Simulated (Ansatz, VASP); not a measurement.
**Two plane-wave programs on HfZrTe4**

File INCAR:

```
PREC     = Accurate       # precision mode
ENCUT    = 520            # plane-wave cutoff, eV
EDIFF    = 1E-6           # SCF threshold, eV
ISMEAR   = 0              # smearing method
SIGMA    = 0.1            # smearing width, eV
LREAL    = False          # projectors in reciprocal space
LASPH    = True           # aspherical terms in the spheres
NELM     = 60             # most SCF steps
ALGO     = Normal         # electronic algorithm
ISIF     = 2              # what is computed and relaxed
LWAVE    = False          # write WAVECAR
LCHARG   = True           # write CHGCAR
GGA      = PE             # functional
LELF     = True           # ELF
LVHAR    = True         
NBANDS   = 32             # bands
```

Contents of KPOINTS:

```
regular mesh
0
Gamma
  6 6 2
```

Contents of POSCAR:

```
HfZrTe4
1.0
    3.9725303000      0.0000000000      0.0000000000
   -1.9862652000      3.4403122000      0.0000000000
    0.0000000000      0.0000000000     14.2522910000
Zr Hf Te
1 1 4
Direct
    0.0000000000      0.0000000000      0.0000000000
    0.0000000000      0.0000000000      0.5000000000
    0.3333333000      0.6666667000      0.1263790000
    0.3333333000      0.6666667000      0.6244570000
    0.6666667000      0.3333333000      0.3755430000
    0.6666667000      0.3333333000      0.8736210000
```

Input for Ansatz:

```yaml
crystal:
  lattice:
    - [3.9725303, 0.0, 0.0]
    - [-1.9862652, 3.4403122, 0.0]
    - [0.0, 0.0, 14.252291]
  atoms:
    - { symbol: Zr, position: [0.0, 0.0, 0.0] }
    - { symbol: Hf, position: [0.0, 0.0, 0.5] }
    - { symbol: Te, position: [0.3333333, 0.6666667, 0.126379] }
    - { symbol: Te, position: [0.3333333, 0.6666667, 0.624457] }
    - { symbol: Te, position: [0.6666667, 0.3333333, 0.375543] }
    - { symbol: Te, position: [0.6666667, 0.3333333, 0.873621] }
basis:
  ecutwfc: 420
kpoints:
  mp_grid: { grid: [6, 6, 2] }
hamiltonian:
  xc: pbe
scf:
  occupations: { method: gaussian, width: 0.1 }
  lower_state_search: "off"
output:
  forces: true
  stress: true
  eigenvalues: true
```

Alike in both runs: task single point; functional PBE; k mesh 6 × 6 × 2; occupations gaussian, width 0.1 eV; no spin polarisation.

```csv
,VASP,Ansatz
version,VASP 6.6.1,Ansatz 0.2.0
potentials or method,"VASP PAW PBE potentials, release 64 (Zr_sv, Hf_pv, Te), cutoff 520 eV","scalar-relativistic, plane waves, PAW"
valence electrons in the cell,46,102
```

|  | VASP | Ansatz | Ansatz less VASP |
| --- | --- | --- | --- |
| gap on the k mesh at the Fermi level (eV) | none | none | - |
| pressure (GPa) | -0.1 | 0.0 | +0.07 |
| traceless stress, the component that is largest in VASP (GPa) | 0.14 | 0.12 | -0.022 |
| rms of the force components (eV/Å) | 0.004 | 0.006 | +0.0021 |

Atom by atom the forces differ by 0.009 eV/Å (rms over components). A gap of «none» marks a metal or a gap that the smearing closes. With one functional, cell and mesh, what is left measures potentials, basis and numerics. VASP's potentials hold 46 valence electrons a cell and Ansatz's 102, so a difference there can come from the potentials and not from the codes.

Neither program's run includes spin-orbit coupling.
